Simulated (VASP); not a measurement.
# SnSe2 (P-3m1) in VASP: further runs

The runs below take SnSe2 through relaxation of cell and atoms, with r2SCAN+D4, r2SCAN+rVV10.

Everything below comes from runs of VASP 6.6.1. Logs are shortened: lines on timing, memory, paths and dates and some standing lists are left out, and cuts for length are marked.

**1. The cell of the first run**

The structure is trigonal, space group P-3m1 (No. 164). Conventional cell: a = 3.811 Å, b = 3.811 Å, c = 6.136 Å, α = 90.00°, β = 90.00°, γ = 120.00°. Within 3.5 Å of Sn (site symmetry -3m) lie 6 Se at 2.68 Å. Within 3.5 Å of Se (site symmetry 3m) lie 3 Sn at 2.68 Å.

**2. Relaxation of cell and atoms, r2SCAN+D4**

File POSCAR:

```
SnSe2
1.0
    3.8110000000      0.0000000000      0.0000000000
   -1.9055000000      3.3004228138      0.0000000000
    0.0000000000      0.0000000000      6.1360000000
Sn Se
1 2
Direct
    0.0000000000      0.0000000000      0.0000000000
    0.6666666667      0.3333333333      0.7510000000
    0.3333333333      0.6666666667      0.2490000000
```

File INCAR.step1:

```
SYSTEM = SnSe2
PREC = Accurate
ENCUT = 600
ISMEAR = -1
SIGMA = 0.05
LREAL = .False.
LASPH = .True.
NELM = 60
GGA = PE
ALGO = Normal
EDIFF = 1E-4
LWAVE = .True.
LCHARG = .False.
```

File INCAR.step2:

```
SYSTEM = SnSe2
PREC = Accurate
ENCUT = 600
EDIFF = 1E-7
ISMEAR = -1
SIGMA = 0.05
LREAL = .False.
LASPH = .True.
NELM = 60
ALGO = Normal
ISIF = 3
LWAVE = .False.
LCHARG = .False.
METAGGA = R2SCAN
LMIXTAU = .True.
IVDW = 13
VDW_S6 = 1.0
VDW_S8 = 0.6018749
VDW_A1 = 0.51559235
VDW_A2 = 5.77342911
IBRION = 2
NSW = 60
EDIFFG = -0.01
ISTART = 1
```

File KPOINTS:

```
Automatic mesh
0
Gamma
  8 8 5
  0 0 0
```

Potentials or basis: VASP PAW PBE potentials, release 64 (Sn_d, Se).

Run with:

```sh
$ cat potpaw_PBE.64/Sn_d/POTCAR potpaw_PBE.64/Se/POTCAR > POTCAR
$ cp INCAR.step1 INCAR
$ mpirun -np 1 vasp_std > vasp.out
$ cp INCAR.step2 INCAR
$ mpirun -np 1 vasp_std > vasp.out
```

OUTCAR:

```text
SYSTEM = SnSe2
   PREC = Accurate
   ENCUT = 600
   EDIFF = 1E-7
   ISMEAR = -1
   LREAL = .False.
   LASPH = .True.
   NELM = 60
   ISIF = 3
   METAGGA = R2SCAN
   IVDW = 13
   IBRION = 2
   NSW = 60
   EDIFFG = -0.01
   ISTART = 1

 ion  position               nearest neighbor table
   1  0.000  0.000  0.000-   2 2.68   3 2.68   3 2.68   2 2.68   2 2.68   3 2.68
   2  0.667  0.333  0.751-   1 2.68   1 2.68   1 2.68
   3  0.333  0.667  0.249-   1 2.68   1 2.68   1 2.68

  LATTYP: Found a hexagonal cell.
 ALAT       =     3.8110000000
 C/A-ratio  =     1.6100760955

  Lattice vectors:

 A1 = (   3.8110000000,   0.0000000000,   0.0000000000)
 A2 = (  -1.9055000000,   3.3004228138,   0.0000000000)
 A3 = (   0.0000000000,   0.0000000000,   6.1360000000)

Analysis of symmetry for initial positions (statically):
=====================================================================
 Subroutine PRICEL returns:
 Original cell was already a primitive cell.

 Routine SETGRP: Setting up the symmetry group for a
 hexagonal supercell.

 Subroutine GETGRP returns: Found 12 space group operations
 (whereof 12 operations were pure point group operations)
 out of a pool of 24 trial point group operations.

The static configuration has the point symmetry D_3d.

Analysis of symmetry for dynamics (positions and initial velocities):
=====================================================================
 Subroutine PRICEL returns:
 Original cell was already a primitive cell.

 Routine SETGRP: Setting up the symmetry group for a
 hexagonal supercell.

 Subroutine GETGRP returns: Found 12 space group operations
 (whereof 12 operations were pure point group operations)
 out of a pool of 24 trial point group operations.

The dynamic configuration has the point symmetry D_3d.

 Subroutine INISYM returns: Found 12 space group operations
 (whereof 12 operations are pure point group operations),
 and found     1 'primitive' translations

----------------------------------------------------------------------------------------

                                     Primitive cell

  volume of cell :      77.1781

  direct lattice vectors                    reciprocal lattice vectors
     3.811000000  0.000000000  0.000000000     0.262398321  0.151495741  0.000000000
    -1.905500000  3.300422814  0.000000000     0.000000000  0.302991482  0.000000000
     0.000000000  0.000000000  6.136000000     0.000000000  0.000000000  0.162972621

  length of vectors
     3.811000000  3.811000000  6.136000000     0.302991482  0.302991482  0.162972621

  position of ions in fractional coordinates (direct lattice)
     0.000000000  0.000000000  0.000000000
     0.666666667  0.333333333  0.751000000
     0.333333333  0.666666667  0.249000000

  ion indices of the primitive-cell ions
   primitive index   ion index
                 1           1
                 2           2
                 3           3

----------------------------------------------------------------------------------------

 KPOINTS: Automatic mesh

Automatic generation of k-mesh.
 Grid dimensions read from file:
 generate k-points for:    8    8    5

 Generating k-lattice:

  Cartesian coordinates                     Fractional coordinates (reciprocal lattice)
     0.032799790  0.018936968  0.000000000     0.125000000  0.000000000  0.000000000
     0.000000000  0.037873935  0.000000000     0.000000000  0.125000000  0.000000000
     0.000000000  0.000000000  0.032594524     0.000000000  0.000000000  0.200000000

  Length of vectors
     0.037873935  0.037873935  0.032594524

  Shift w.r.t. Gamma in fractional coordinates (k-lattice)
     0.000000000  0.000000000  0.000000000

 Subroutine IBZKPT returns following result:
 ===========================================

 Found     40 irreducible k-points:

 Following reciprocal coordinates:
            Coordinates               Weight
  0.000000  0.000000  0.000000      1.000000
  0.125000  0.000000  0.000000      6.000000
  0.250000  0.000000  0.000000      6.000000
  0.375000  0.000000  0.000000      6.000000
  0.500000  0.000000  0.000000      3.000000
  0.125000  0.125000  0.000000      6.000000
[... 16 lines left out ...]
 -0.125000  0.500000  0.200000     12.000000
  0.250000  0.250000  0.200000     12.000000
 [... further k-points ...]
   k-points           NKPTS =     40   k-points in BZ     NKDIM =     40   number of bands    NBANDS=     17
   number of dos      NEDOS =    301   number of ions     NIONS =      3
   total plane-waves  NPLWV =  45000
   dimension x,y,z NGX =    30 NGY =   30 NGZ =   50
   dimension x,y,z NGXF=    60 NGYF=   60 NGZF=  100
   ions per type =               1   2
   NGX,Y,Z   is equivalent  to a cutoff of  13.09, 13.09, 13.55 a.u.
   NGXF,Y,Z  is equivalent  to a cutoff of  26.17, 26.17, 27.09 a.u.
 SYSTEM =  SnSe2
   PREC   = accura    normal or accurate (medium, high low for compatibility)
   ISTART =      1    job   : 0-new  1-cont  2-samecut
   ICHARG =      0    charge: 1-file 2-atom 10-const
   ISPIN  =      1    spin polarized calculation?
   LNONCOLLINEAR =      F non collinear calculations
   LSORBIT =      F    spin-orbit coupling
   LASPH  =      T    aspherical Exc in radial PAW
   ENCUT  =  600.0 eV  44.10 Ry    6.64 a.u.   7.61  7.61 12.26*2*pi/ulx,y,z
   NELM   =     60;   NELMIN=  2; NELMDL=  0     # of ELM steps
   EDIFF  = 0.1E-06   stopping-criterion for ELM
   LREAL  =      F    real-space projection
   EDIFFG = -.1E-01   stopping-criterion for IOM
   NSW    =     60    number of steps for IOM
   IBRION =      2    ionic relax: 0-MD 1-quasi-New 2-CG
   NFREE  =      1    steps in history (QN), initial steepest desc. (CG)
   ISIF   =      3    stress and relaxation
   ISYM   =      2    0-nonsym 1-usesym 2-fastsym
   POTIM  = 0.5000    time-step for ionic-motion
   TEBEG  =    0.0;   TEEND  =   0.0 temperature during run
   PSTRESS=    0.0 pullay stress
   NELECT =      26.0000    total number of electrons
   NUPDOWN=      -1.0000    fix difference up-down
   EMIN   =  10.00;   EMAX   =-10.00  energy-range for DOS
   EFERMI =   0.00;   METHOD = LEGACY
   ISMEAR =    -1;   SIGMA  =   0.05  broadening in eV -4-tet -1-fermi 0-gaus
   EFERMI_NEDOS =   21; number of points for ismear=-14 and -15
   IALGO  =     38    algorithm
   IMIX   =      4    mixing-type and parameters
     AMIX     =   0.40;   BMIX     =  1.00
     AMIX_MAG =   1.60;   BMIX_MAG =  1.00
  volume/ion in A,a.u.               =      25.73       173.61
  Fermi-wavevector in a.u.,A,eV,Ry     =   1.139116  2.152617 17.654722  1.297585
  Thomas-Fermi vector in A             =   2.275820
   LORBIT       =      0    0 simple, 1 ext, 2 COOP (PROOUT), +10 PAW based schemes
   METAGGA = R2SCAN    functional components
   LHFCALC =     F    Hartree Fock is set to
   AEXX    =    0.0000 exact exchange contribution
   IVDW    =    13    specifies the selected vdW correction
   LEPSILON=     F    determine dielectric tensor
   LRPA    =     F    only Hartree local field effects (RPA)
 conjugate gradient relaxation of ions
 non-spin polarized calculation
  energy-cutoff  :      600.00
  volume of cell :       77.18
 maximum number of plane-waves:      2605
   NGX = 15   NGY = 15   NGZ = 25

--------------------------------------- Ionic step        1  -------------------------------------------

 number of electron      25.9999991 magnetization

 Free energy of the ion-electron system (eV)
  ---------------------------------------------------
  ext. energy  EPLUGINS =         0.00000000
  ---------------------------------------------------
  free energy    TOTEN  =       -54.58618082 eV

  energy without entropy =      -54.58617941  energy(sigma->0) =      -54.58618011

 E-fermi :   4.4429     XC(G=0): -10.0063

 val. band max:        3.8805745742   @ k =   0.1250   0.0000   0.0000
 cond. band min:       4.9773073665   @ k =   0.5000   0.0000   0.4000
 fundamental gap:      1.0967327923
 Fermi energy:         4.4429470624

 k-point     1 :       0.0000    0.0000    0.0000
  band No.  band energies     occupation
      1     -18.0450      2.00000
      2     -18.0449      2.00000
      3     -17.9845      2.00000
      4     -17.9725      2.00000
      5     -17.9725      2.00000
      6     -10.6304      2.00000
[... 9 lines left out ...]
     16       8.9308      0.00000
     17       8.9308      0.00000
[... 443 lines left out ...]
      1     -18.0902      2.00000
      2     -18.0468      2.00000
      3     -17.9791      2.00000
      4     -17.9650      2.00000
      5     -17.9461      2.00000
      6      -8.9698      2.00000
[... 9 lines left out ...]
     16      10.4527      0.00000
     17      11.2011      0.00000

 [... further k-points ...]

------------------------ aborting loop because EDIFF is reached ----------------------------------------

  DFT-D4 for vdW energy calculation

  Edisp (eV):   -0.41389

  FORCE on cell =-STRESS in cart. coord.  units (eV):
  Direction    XX          YY          ZZ          XY          YZ          ZX
  --------------------------------------------------------------------------------------
  -------------------------------------------------------------------------------------
  Total       1.13978     1.13978     1.84822     0.00000     0.00000     0.00000
  in kB      23.66130    23.66130    38.36813     0.00000     0.00000     0.00000
  external pressure =       28.56 kB  Pullay stress =        0.00 kB
[... 186 lines left out ...]
  energy  without entropy=      -55.0322939224  energy(sigma->0) =      -55.03229561

--------------------------------------- Ionic step        6  -------------------------------------------

 number of electron      26.0000000 magnetization

 Free energy of the ion-electron system (eV)
  ---------------------------------------------------
  ext. energy  EPLUGINS =         0.00000000
  ---------------------------------------------------
  free energy    TOTEN  =       -54.62968807 eV

  energy without entropy =      -54.62968446  energy(sigma->0) =      -54.62968627

 E-fermi :   4.0620     XC(G=0):  -9.8778

 val. band max:        3.5260669244   @ k =   0.1250   0.0000   0.2000
 cond. band min:       4.5378314374   @ k =   0.5000   0.0000   0.4000
 fundamental gap:      1.0117645130
 Fermi energy:         4.0620318815

 k-point     1 :       0.0000    0.0000    0.0000
  band No.  band energies     occupation
      1     -18.3107      2.00000
      2     -18.3107      2.00000
      3     -18.2551      2.00000
      4     -18.2474      2.00000
      5     -18.2474      2.00000
      6     -10.6790      2.00000
[... 9 lines left out ...]
     16       8.6127      0.00000
     17       8.6127      0.00000
[... 443 lines left out ...]
      1     -18.3479      2.00000
      2     -18.3096      2.00000
      3     -18.2548      2.00000
      4     -18.2408      2.00000
      5     -18.2219      2.00000
      6      -9.1124      2.00000
[... 9 lines left out ...]
     16       9.9450      0.00000
     17      10.6208      0.00000

 [... further k-points ...]

------------------------ aborting loop because EDIFF is reached ----------------------------------------

  DFT-D4 for vdW energy calculation

  Edisp (eV):   -0.40279

  FORCE on cell =-STRESS in cart. coord.  units (eV):
  Direction    XX          YY          ZZ          XY          YZ          ZX
  --------------------------------------------------------------------------------------
  -------------------------------------------------------------------------------------
  Total       0.01358     0.01358     0.02956     0.00000     0.00000     0.00000
  in kB       0.27384     0.27384     0.59590     0.00000     0.00000     0.00000
  external pressure =        0.38 kB  Pullay stress =        0.00 kB
[... 18 lines left out ...]
  FREE ENERGIE OF THE ION-ELECTRON SYSTEM (eV)
  ---------------------------------------------------
  free  energy   TOTEN  =       -55.0324795096 eV

  energy  without entropy=      -55.0324759043  energy(sigma->0) =      -55.03247771

 reached required accuracy - stopping structural energy minimisation
```

Wall time 10 min (1 thread of Intel Xeon 6975P-C (Granite Rapids), shared host); peak memory 0.26 GiB.

What came out:

| Quantity | Value |
| --- | --- |
| Free energy | -55.0325 eV |
| Relaxed volume | 26.49 Å³/atom |
| Relaxed cell | a = 3.830 Å, b = 3.830 Å, c = 6.255 Å, α = 90.00°, β = 90.00°, γ = 120.00° |
| Space group after relaxing (to 0.1 Å) | P-3m1 (No. 164) |
| Energy gained by relaxing | 10.8 meV/atom |
| Ionic steps | 6 |
| Pressure after relaxing | 0.0 GPa |
| Largest force after relaxing | 0.007 eV/Å |
| Band gap on the k mesh | 1.01 eV (least direct gap 1.53 eV) |
| Dispersion energy per atom | -0.134 eV |

Forces in eV/Å, atoms in the order of the input:
```
Sn   0.000  0.000  0.000
Se   0.000  0.000  0.007
Se   0.000  0.000 -0.007
```

Step by step:
```csv
step,energy change (eV),largest force (eV/Å),pressure (GPa),volume (Å³)
1,0.0000,0.5383,2.86,77.18
2,-0.0044,0.3809,-2.57,82.41
3,-0.0311,0.0373,-0.17,79.82
4,-0.0311,0.0467,-0.11,79.77
5,-0.0322,0.0131,-0.02,79.58
6,-0.0324,0.0069,0.04,79.48
```

Final structure:
```
Sn Se
1.0
     3.83030    0.00000    0.00000
    -1.91515    3.31714    0.00000
     0.00000    0.00000    6.25523
Sn Se
1 2
Direct
  0.00000 0.00000 0.00000
  0.66667 0.33333 0.74829
  0.33333 0.66667 0.25171
```

Caveat: the PAW data sets were made with another functional, which shifts forces and pressure a little; spin-orbit coupling is left out, which moves the levels of the heavy elements. A k mesh can miss the band edges.

**3. Relaxation of cell and atoms, r2SCAN+rVV10**

POSCAR is that of step 2.

File INCAR.step1:

```
PREC = Accurate
ENCUT = 600
ISMEAR = -1
SIGMA = 0.05
LREAL = False
LASPH = True
NELM = 80
GGA = PE
ALGO = Normal
EDIFF = 1E-4
LWAVE = True
LCHARG = False
```

File INCAR.step2:

```
PREC = Accurate
ENCUT = 600
EDIFF = 1E-6
ISMEAR = -1
SIGMA = 0.05
LREAL = False
LASPH = True
NELM = 80
ALGO = Normal
ISIF = 3
LWAVE = False
LCHARG = False
METAGGA = R2SCAN
LMIXTAU = True
LUSE_VDW = True
IVDW_NL = 2
BPARAM = 11.95
CPARAM = 0.0093
IBRION = 2
NSW = 60
EDIFFG = -0.01
ISTART = 1
```

File KPOINTS:

```
regular mesh
0
Gamma
  8 8 5
```

Potentials or basis: VASP PAW PBE potentials, release 64 (Sn_d, Se).

Run with:

```sh
$ cat potpaw_PBE.64/Sn_d/POTCAR potpaw_PBE.64/Se/POTCAR > POTCAR
$ cp INCAR.step1 INCAR
$ mpirun -np 1 vasp_std > vasp.out
$ cp INCAR.step2 INCAR
$ mpirun -np 1 vasp_std > vasp.out
```

Run time: 14 min. Hardware: 1 thread of Intel Xeon 6975P-C (Granite Rapids), shared host; peak memory 0.43 GiB.

The run converged. Its results:

```
Free energy                           : -53.9783 eV
Relaxed volume                        : 26.47 Å³/atom
Relaxed cell                          : a = 3.829 Å, b = 3.829 Å, c = 6.255 Å, α = 90.00°, β = 90.00°, γ = 120.00°
Space group after relaxing (to 0.1 Å) : P-3m1 (No. 164)
Energy gained by relaxing             : 11.6 meV/atom
Ionic steps                           : 7
Pressure after relaxing               : 0.0 GPa
Largest force after relaxing          : 0.009 eV/Å
Band gap on the k mesh                : 0.98 eV (least direct gap 1.51 eV)
```

Forces in eV/Å, atoms in the order of the input:
```
Sn   0.000  0.000  0.000
Se   0.000  0.000 -0.009
Se   0.000  0.000  0.009
```

The path:
| step | energy change (eV) | largest force (eV/Å) | pressure (GPa) | volume (Å³) |
| --- | --- | --- | --- | --- |
| 1 | 0.0000 | 0.5803 | 2.90 | 77.18 |
| 2 | -0.0047 | 0.3698 | -2.69 | 82.50 |
| 3 | -0.0330 | 0.0621 | -0.22 | 79.86 |
| 4 | -0.0330 | 0.0717 | -0.16 | 79.81 |
| 5 | -0.0344 | 0.0328 | -0.05 | 79.56 |
| 6 | -0.0347 | 0.0109 | 0.01 | 79.42 |
| 7 | -0.0347 | 0.0090 | 0.02 | 79.41 |

Final structure:
```yaml
crystal:
  lattice:
    - [3.82887, 0.00000, 0.00000]
    - [-1.91444, 3.31590, 0.00000]
    - [0.00000, 0.00000, 6.25461]
  atoms:
    - { symbol: Sn, position: [0.00000, 0.00000, 0.00000] }
    - { symbol: Se, position: [0.66667, 0.33333, 0.74782] }
    - { symbol: Se, position: [0.33333, 0.66667, 0.25218] }
```

Levels at points of the mesh, in eV from the valence-band top:
| k point | band 9 | band 10 | band 11 | band 12 | band 13 | band 14 | band 15 | band 16 | band 17 |
| --- | --- | --- | --- | --- | --- | --- | --- | --- | --- |
| (0.00, 0.00, 0.00) | -0.55 | -0.55 | -0.27 | -0.27 | -0.09 | 1.42 | 3.57 | 5.07 | 5.07 |
| (0.50, 0.00, 0.00) | -4.39 | -2.89 | -2.50 | -1.19 | -0.25 | 1.41 | 4.26 | 5.80 | 5.84 |

Caveat: the PAW data sets were made with another functional, which shifts forces and pressure a little; spin-orbit coupling is left out, which moves the levels of the heavy elements.
